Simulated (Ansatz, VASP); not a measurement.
## Bi2Se3: VASP beside Ansatz

INCAR

```
SYSTEM = Bi2Se3
PREC     = Accurate       ! precision mode
ENCUT    = 520            ! plane-wave cutoff, eV
EDIFF    = 1E-8           ! SCF threshold, eV
ISMEAR   = -1             ! smearing method
SIGMA    = 0.03           ! smearing width, eV
LREAL    = .FALSE.        ! projectors in reciprocal space
LASPH    = .TRUE.         ! aspherical terms in the spheres
NELM     = 100            ! most SCF steps
ALGO     = Normal         ! electronic algorithm
ISIF     = 2              ! what is computed and relaxed
LWAVE    = .FALSE.        ! write WAVECAR
LCHARG   = .FALSE.        ! write CHGCAR
GGA      = PE             ! functional
LEFG     = .TRUE.       
NBANDS   = 32             ! bands
```

Contents of KPOINTS:

```
regular mesh
0
G
  6 6 6
  0 0 0
```

Contents of POSCAR:

```
Bi2Se3
1.0
    2.1789124036      1.3121489696      9.5780047997
   -1.9640861900      1.2707189836      9.5365748138
    0.0715336865     -2.2965080533      9.5214103865
Bi Se
2 3
Direct
    0.4008000000      0.4008000000      0.4008000000
    0.5992000000      0.5992000000      0.5992000000
    0.0000000000      0.0000000000      0.0000000000
    0.2117000000      0.2117000000      0.2117000000
    0.7883000000      0.7883000000      0.7883000000
```

Input for Ansatz:

```yaml
crystal:
  lattice:
    - [2.1789124036, 1.3121489696, 9.5780047997]
    - [-1.96408619, 1.2707189836, 9.5365748138]
    - [0.0715336865, -2.2965080533, 9.5214103865]
  atoms:
    - { symbol: Bi, position: [0.4008, 0.4008, 0.4008] }
    - { symbol: Bi, position: [0.5992, 0.5992, 0.5992] }
    - { symbol: Se, position: [0.0, 0.0, 0.0] }
    - { symbol: Se, position: [0.2117, 0.2117, 0.2117] }
    - { symbol: Se, position: [0.7883, 0.7883, 0.7883] }
kpoints:
  mp_grid: { grid: [6, 6, 6] }
scf:
  occupations: { method: fermi_dirac, width: 0.03 }
hamiltonian:
  xc: pbe
  pseudopotentials: { kind: paw }
output:
  forces: true
  stress: true
  eigenvalues: true
  efg: { contact_densities: true }
```

Change from the starting cell: equal xy, yz and zx shear strains of +2 %, PAW files.

Alike in both runs: task electric field gradients; functional PBE; k mesh 6 × 6 × 6; occupations fermi-dirac, width 0.03 eV; no spin polarisation.

```csv
,VASP,Ansatz
version,VASP 6.6.1,Ansatz 0.2.0
potentials or method,"VASP PAW PBE potentials, release 64 (Bi_d, Se)","PAW with Ansatz's default frozen-core files, scalar-relativistic"
plane-wave cutoff (eV),520,420
valence electrons in the cell,48,78
```

```csv
,VASP,Ansatz,Ansatz less VASP
pressure (GPa),2.6,2.6,-0.02
"traceless stress, the component that is largest in VASP (GPa)",-1.18,-1.18,+0.003
rms of the force components (eV/Å),0.122,0.117,-0.0050
size of Vzz on the site where it differs most (V/Å²),49.2,52.0,+2.74
```

Atom by atom the forces differ by 0.006 eV/Å (rms over components). With one functional, cell and mesh, what is left measures potentials, basis and numerics. VASP's potentials hold 48 valence electrons a cell and Ansatz's 78, so a difference there can come from the potentials and not from the codes.

Spin-orbit coupling is off throughout.
